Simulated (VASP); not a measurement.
Runs of VASP 6.6.1 on MnO. The structure is that of space group Fm-3m (No. 225), or close to it. The cells are those of the table. 

| cell | gap on the mesh (eV) | pressure (GPa) | moment (μB) |
| --- | --- | --- | --- |
| a = 3.013 Å, angles 60.0°, 2 atoms | (c) | 36.9 | 5.00 |
| a = 3.185 Å, angles 60.0°, 2 atoms | (a) | 1.0 | 5.00 |
| a = 3.265 Å, angles 60.0°, 2 atoms | none | (d) | 5.00 |
| a = 3.144 Å, angles 60.0°, 2 atoms | 0.12 | (b) | 5.00 |
| a = 3.058 Å, angles 60.0°, 2 atoms | 0.29 | 25.0 | 5.00 |
| a = 3.225 Å, angles 60.0°, 2 atoms | none | -4.2 | 5.00 |
| a = 3.101 Å, angles 60.0°, 2 atoms | 0.20 | 15.3 | 5.00 |

Alike in all rows: task single point; level PBE+U; potentials or basis VASP PAW PBE potentials, release 64 (Mn_pv, O); spin collinear, ferromagnetic start; Mn d U = 3.5 eV; k mesh 10 × 10 × 10; cutoff (eV) 520; smearing fermi-dirac 0.05 eV.

Problem. Estimate the missing entries.

Solution. (a) 0.05; (b) 7.4; (c) 0.14; (d) -8.4.

Caveats: a cell with one magnetic atom can't hold antiferromagnetic order, which such compounds often take; semilocal functionals underestimate gaps, and a narrow one can read as zero (at least some runs); the cell stands under pressure (at least some runs); the smearing spreads over this small gap (at least some runs); the cell stands under tension (at least some runs).

A k mesh can miss the band edges.

A gap of «none» marks levels without a gap at the run's occupations.
